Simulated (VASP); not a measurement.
# Be (P4/mmm) in VASP: notebook

Be is run at these levels: PBE; tasks: single point, relaxation of cell and atoms.

Everything below comes from runs of VASP 6.6.1. Logs are shortened: lines on timing, memory, paths and dates and some standing lists are left out, and cuts for length are marked.

### Step 1. The cell of the first run

The structure is tetragonal, space group P4/mmm (No. 123). Conventional cell: a = 1.973 Å, b = 1.973 Å, c = 2.423 Å, α = 90.00°, β = 90.00°, γ = 90.00°. Be (site symmetry 4/mmm) has 6 Be at 1.97 to 2.42 Å within 2.6 Å.

The cell was generated, and may not be a known phase.

### Step 2. Single point, PBE

Input file INCAR:

```
SYSTEM = Be
PREC = Accurate
ENCUT = 520
EDIFF = 1E-6
ISMEAR = 0
SIGMA = 0.1
LREAL = .False.
LASPH = .True.
NELM = 60
ALGO = Normal
ISIF = 2
LWAVE = .False.
LCHARG = .False.
GGA = PE
NBANDS = 7
```

Input file KPOINTS:

```
regular mesh
0
Gamma
  8 8 8
  0 0 0
```

Input file POSCAR:

```
Be
1.0
    1.9732490200      0.0000000000      0.0000000000
    0.0000000000      1.9732490200      0.0000000000
    0.0000000000      0.0000000000      2.4226873100
Be
1
Direct
    0.5000000000      0.5000000000      0.5000000000
```

Potentials or basis: VASP PAW PBE potentials, release 64 (Be).

Started as:

```console
cat potpaw_PBE.64/Be/POTCAR > POTCAR
mpirun -np 1 vasp_std > vasp.out
```

OUTCAR:

```text
SYSTEM = Be
   PREC = Accurate
   ENCUT = 520
   EDIFF = 1E-6
   ISMEAR = 0
   LREAL = .False.
   LASPH = .True.
   NELM = 60
   ISIF = 2
   GGA = PE

 ion  position               nearest neighbor table
   1  0.500  0.500  0.500-

  LATTYP: Found a simple tetragonal cell.
 ALAT       =     1.9732490200
 C/A-ratio  =     1.2277656218

  Lattice vectors:

 A1 = (   1.9732490200,   0.0000000000,   0.0000000000)
 A2 = (   0.0000000000,   1.9732490200,   0.0000000000)
 A3 = (   0.0000000000,   0.0000000000,   2.4226873100)

Analysis of symmetry for initial positions (statically):
=====================================================================
 Subroutine PRICEL returns:
 Original cell was already a primitive cell.

 Routine SETGRP: Setting up the symmetry group for a
 simple tetragonal supercell.

 Subroutine GETGRP returns: Found 16 space group operations
 (whereof 16 operations were pure point group operations)
 out of a pool of 16 trial point group operations.

The static configuration has the point symmetry D_4h.

Analysis of symmetry for dynamics (positions and initial velocities):
=====================================================================
 Subroutine PRICEL returns:
 Original cell was already a primitive cell.

 Routine SETGRP: Setting up the symmetry group for a
 simple tetragonal supercell.

 Subroutine GETGRP returns: Found 16 space group operations
 (whereof 16 operations were pure point group operations)
 out of a pool of 16 trial point group operations.

The dynamic configuration has the point symmetry D_4h.

 Subroutine INISYM returns: Found 16 space group operations
 (whereof 16 operations are pure point group operations),
 and found     1 'primitive' translations

----------------------------------------------------------------------------------------

                                     Primitive cell

  volume of cell :       9.4332

  direct lattice vectors                    reciprocal lattice vectors
     1.973249020  0.000000000  0.000000000     0.506778410  0.000000000  0.000000000
     0.000000000  1.973249020  0.000000000     0.000000000  0.506778410  0.000000000
     0.000000000  0.000000000  2.422687310     0.000000000  0.000000000  0.412764782

  length of vectors
     1.973249020  1.973249020  2.422687310     0.506778410  0.506778410  0.412764782

  position of ions in fractional coordinates (direct lattice)
     0.500000000  0.500000000  0.500000000

  ion indices of the primitive-cell ions
[... 75 lines left out ...]
   LREAL  =      F    real-space projection
   EDIFFG = 0.1E-04   stopping-criterion for IOM
   NSW    =      0    number of steps for IOM
   IBRION =     -1    ionic relax: 0-MD 1-quasi-New 2-CG
   NFREE  =      0    steps in history (QN), initial steepest desc. (CG)
   ISIF   =      2    stress and relaxation
   ISYM   =      2    0-nonsym 1-usesym 2-fastsym
   POTIM  = 0.5000    time-step for ionic-motion
   TEBEG  =    0.0;   TEEND  =   0.0 temperature during run
   PSTRESS=    0.0 pullay stress
   NELECT =       2.0000    total number of electrons
   NUPDOWN=      -1.0000    fix difference up-down
   EMIN   =  10.00;   EMAX   =-10.00  energy-range for DOS
   EFERMI =   0.00;   METHOD = LEGACY
   ISMEAR =     0;   SIGMA  =   0.10  broadening in eV -4-tet -1-fermi 0-gaus
   EFERMI_NEDOS =   21; number of points for ismear=-14 and -15
   IALGO  =     38    algorithm
   IMIX   =      4    mixing-type and parameters
     AMIX     =   0.40;   BMIX     =  1.00
     AMIX_MAG =   1.60;   BMIX_MAG =  1.00
  volume/ion in A,a.u.               =       9.43        63.66
  Fermi-wavevector in a.u.,A,eV,Ry     =   0.976183  1.844718 12.965436  0.952933
  Thomas-Fermi vector in A             =   2.106781
   LORBIT       =      0    0 simple, 1 ext, 2 COOP (PROOUT), +10 PAW based schemes
   GGA     = PE    functional components
   LHFCALC =     F    Hartree Fock is set to
   AEXX    =    0.0000 exact exchange contribution
   IVDW    =     0    specifies the selected vdW correction
   LEPSILON=     F    determine dielectric tensor
   LRPA    =     F    only Hartree local field effects (RPA)
 non-spin polarized calculation
 Gauss-broadening in eV      SIGMA  =   0.10
  energy-cutoff  :      520.00
  volume of cell :        9.43
 maximum number of plane-waves:       268
 NGX is ok and might be reduce to    16
   NGX =  7   NGY =  7   NGZ =  9

 number of electron       2.0000000 magnetization

 Free energy of the ion-electron system (eV)
  ---------------------------------------------------
  ext. energy  EPLUGINS =         0.00000000
  ---------------------------------------------------
  free energy    TOTEN  =        -2.78063927 eV

  energy without entropy =       -2.77807514  energy(sigma->0) =       -2.77935721

 E-fermi :   5.3666     XC(G=0):  -9.9597

 val. band max:        5.3426845419   @ k =   0.5000   0.0000   0.0000
 cond. band min:       5.4423619593   @ k =   0.2500   0.1250   0.3750
 fundamental gap:      0.0996774174
 Fermi energy:         5.3666150507

 k-point     1 :       0.0000    0.0000    0.0000
  band No.  band energies     occupation
      1      -4.7021      2.00000
      2      13.3896      0.00000
      3      20.3638      0.00000
      4      23.5022      0.00000
      5      23.5022      0.00000
      6      29.6225      0.00000
      7      37.9412      0.00000
[... 221 lines left out ...]
 k-point    24 :       0.5000    0.1250    0.1250
  band No.  band energies     occupation
      1       1.6362      2.00000
      2       5.8053      0.00000
      3      17.9089      0.00000
      4      22.3689      0.00000
      5      25.6060      0.00000
      6      31.0890      0.00000
      7      34.9767      0.00000

 [... further k-points ...]

------------------------ aborting loop because EDIFF is reached ----------------------------------------

  FORCE on cell =-STRESS in cart. coord.  units (eV):
  Direction    XX          YY          ZZ          XY          YZ          ZX
  --------------------------------------------------------------------------------------
  -------------------------------------------------------------------------------------
  Total        0.4654343      0.4654343      0.7481569      0.0000000     -0.0000000      0.0000000
  in kB       79.0510741     79.0510741    127.0697255      0.0000000     -0.0000000      0.0000000
  external PRESSURE =      95.0572912 kB  Pullay stress =       0.0000000 kB

 VOLUME and BASIS-vectors are now :
 -----------------------------------------------------------------------------
  energy-cutoff  :      520.00
  volume of cell :        9.43
      direct lattice vectors                 reciprocal lattice vectors
     1.973249020  0.000000000  0.000000000     0.506778410  0.000000000  0.000000000
     0.000000000  1.973249020  0.000000000     0.000000000  0.506778410  0.000000000
     0.000000000  0.000000000  2.422687310     0.000000000  0.000000000  0.412764782

 POSITION                                       TOTAL-FORCE (eV/Angst)
 -----------------------------------------------------------------------------------
      0.98662      0.98662      1.21134         0.000000      0.000000      0.000000
 -----------------------------------------------------------------------------------
    total drift:                               -0.000000     -0.000000      0.000000

  FREE ENERGIE OF THE ION-ELECTRON SYSTEM (eV)
  ---------------------------------------------------
  free  energy   TOTEN  =        -2.7806392724 eV

  energy  without entropy=       -2.7780751401  energy(sigma->0) =       -2.77935721
```

It took 5.8 s on 1 thread of Intel Xeon 8259CL, shared host; peak memory 0.11 GiB.

What came out:

| Quantity | Value |
| --- | --- |
| Free energy | -2.7806 eV |
| Pressure | 9.5 GPa |
| Band gap on the k mesh | zero (bands 1 and 2 overlap by 9.10 eV) |

Levels at points of the mesh, in eV from the Fermi level:
| k point | band 1 | band 2 | band 3 | band 4 | band 5 | band 6 |
| --- | --- | --- | --- | --- | --- | --- |
| (0.00, 0.00, 0.00) | -10.07 | 8.02 | 15.00 | 18.14 | 18.14 | 24.26 |
| (0.50, 0.00, 0.00) | -4.63 | -0.02 | 13.81 | 21.55 | 22.85 | 22.89 |
| (0.50, 0.50, 0.00) | 2.18 | 2.18 | 8.47 | 11.19 | 18.73 | 29.49 |
| (0.00, 0.00, 0.50) | -5.66 | -4.19 | 20.09 | 20.09 | 27.88 | 29.02 |
| (0.50, 0.00, 0.50) | -1.30 | 1.78 | 6.51 | 6.93 | 24.29 | 36.80 |
| (0.50, 0.50, 0.50) | 4.91 | 4.91 | 8.49 | 12.90 | 15.00 | 15.00 |

Caveat: the k points lie up to 0.40 Å⁻¹ apart, too coarse for converged energies and pressures of a metal.

### Step 3. Single point, PBE

This run uses another cell than the first one, of 10.92 Å³/atom.

Input file INCAR:

```
  PREC = Accurate
  ENCUT = 520
  EDIFF = 1E-6
  ISMEAR = 0
  SIGMA = 0.1
  LREAL = F
  LASPH = T
  NELM = 80
  ALGO = Fast
  ISIF = 2
  LWAVE = F
  LCHARG = F
  GGA = PE
  NBANDS = 7
```

Input file KPOINTS:

```
regular mesh
0
Gamma
  8 8 8
```

Input file POSCAR:

```
Be
1.0
    2.0185319672      0.0000000000      0.0000000000
    0.0000000000      2.0185319672      0.0000000000
    0.0000000000      0.0000000000      2.6805212063
Be
1
Direct
    0.5000000000      0.5000000000      0.5000000000
```

Potentials or basis: VASP PAW PBE potentials, release 64 (Be).

Started as:

```console
cat potpaw_PBE.64/Be/POTCAR > POTCAR
mpirun -np 1 vasp_std > vasp.out
```

OUTCAR:

```text
PREC = Accurate
   ENCUT = 520
   EDIFF = 1E-6
   ISMEAR = 0
   LREAL = F
   LASPH = T
   NELM = 80
   ISIF = 2
   GGA = PE

 ion  position               nearest neighbor table
   1  0.500  0.500  0.500-

  LATTYP: Found a simple tetragonal cell.
 ALAT       =     2.0185319672
 C/A-ratio  =     1.3279557866

  Lattice vectors:

 A1 = (   2.0185319672,   0.0000000000,   0.0000000000)
 A2 = (   0.0000000000,   2.0185319672,   0.0000000000)
 A3 = (   0.0000000000,   0.0000000000,   2.6805212063)

Analysis of symmetry for initial positions (statically):
=====================================================================
 Subroutine PRICEL returns:
 Original cell was already a primitive cell.

 Routine SETGRP: Setting up the symmetry group for a
 simple tetragonal supercell.

 Subroutine GETGRP returns: Found 16 space group operations
 (whereof 16 operations were pure point group operations)
 out of a pool of 16 trial point group operations.

The static configuration has the point symmetry D_4h.

Analysis of symmetry for dynamics (positions and initial velocities):
[... 158 lines left out ...]

 E-fermi :   3.9581     XC(G=0):  -9.4490

 val. band max:        3.8957917171   @ k =   0.2500   0.1250   0.3750
 cond. band min:       4.1242048444   @ k =   0.3750   0.0000   0.5000
 fundamental gap:      0.2284131274
 Fermi energy:         3.9581400828

 k-point     1 :       0.0000    0.0000    0.0000
  band No.  band energies     occupation
      1      -4.9877      2.00000
      2       9.7421      0.00000
      3      16.1626      0.00000
      4      21.8327      0.00000
      5      21.8327      0.00000
      6      27.9679      0.00000
      7      35.2480      0.00000
[... 221 lines left out ...]
 k-point    24 :       0.5000    0.1250    0.1250
  band No.  band energies     occupation
      1       1.1005      2.00000
      2       5.0210      0.00000
      3      14.7426      0.00000
      4      18.8754      0.00000
      5      23.0125      0.00000
      6      28.0406      0.00000
      7      30.2288      0.00000

 [... further k-points ...]

------------------------ aborting loop because EDIFF is reached ----------------------------------------

  FORCE on cell =-STRESS in cart. coord.  units (eV):
  Direction    XX          YY          ZZ          XY          YZ          ZX
  --------------------------------------------------------------------------------------
  -------------------------------------------------------------------------------------
  Total        0.0127930      0.0127930      0.0030730      0.0000000      0.0000000      0.0000000
  in kB        1.8766831      1.8766831      0.4507963      0.0000000      0.0000000      0.0000000
  external PRESSURE =       1.4013875 kB  Pullay stress =       0.0000000 kB

 VOLUME and BASIS-vectors are now :
 -----------------------------------------------------------------------------
  energy-cutoff  :      520.00
  volume of cell :       10.92
      direct lattice vectors                 reciprocal lattice vectors
     2.018531967  0.000000000  0.000000000     0.495409543  0.000000000  0.000000000
     0.000000000  2.018531967  0.000000000     0.000000000  0.495409543  0.000000000
     0.000000000  0.000000000  2.680521206     0.000000000  0.000000000  0.373061775

 POSITION                                       TOTAL-FORCE (eV/Angst)
 -----------------------------------------------------------------------------------
      1.00927      1.00927      1.34026         0.000000      0.000000      0.000000
 -----------------------------------------------------------------------------------
    total drift:                               -0.000000     -0.000000      0.000000

  FREE ENERGIE OF THE ION-ELECTRON SYSTEM (eV)
  ---------------------------------------------------
  free  energy   TOTEN  =        -2.8317785636 eV

  energy  without entropy=       -2.8305363858  energy(sigma->0) =       -2.83115747
```

stdout:

```text
POSCAR found type information on POSCAR Be
 POSCAR found :  1 types and       1 ions
 scaLAPACK will be used
 LDA part: xc-table for (Slater+PW92), standard interpolation
 POSCAR, INCAR and KPOINTS ok, starting setup
 FFT: planning ... GRIDC
 FFT: planning ... GRID_SOFT
 FFT: planning ... GRID
 WAVECAR not read
 entering main loop
```

It took 6.6 s on 1 thread of Intel Xeon 8259CL, shared host; peak memory 0.11 GiB.

What came out:

| Quantity | Value |
| --- | --- |
| Free energy | -2.8318 eV |
| Pressure | 0.1 GPa |
| Band gap on the k mesh | zero (bands 1 and 2 overlap by 9.23 eV) |

Caveat: the k points lie up to 0.39 Å⁻¹ apart, too coarse for converged energies and pressures of a metal.

[end of part 1 of 3]

The gap in the log of VASP goes by the Fermi energy; the results here count the filled bands.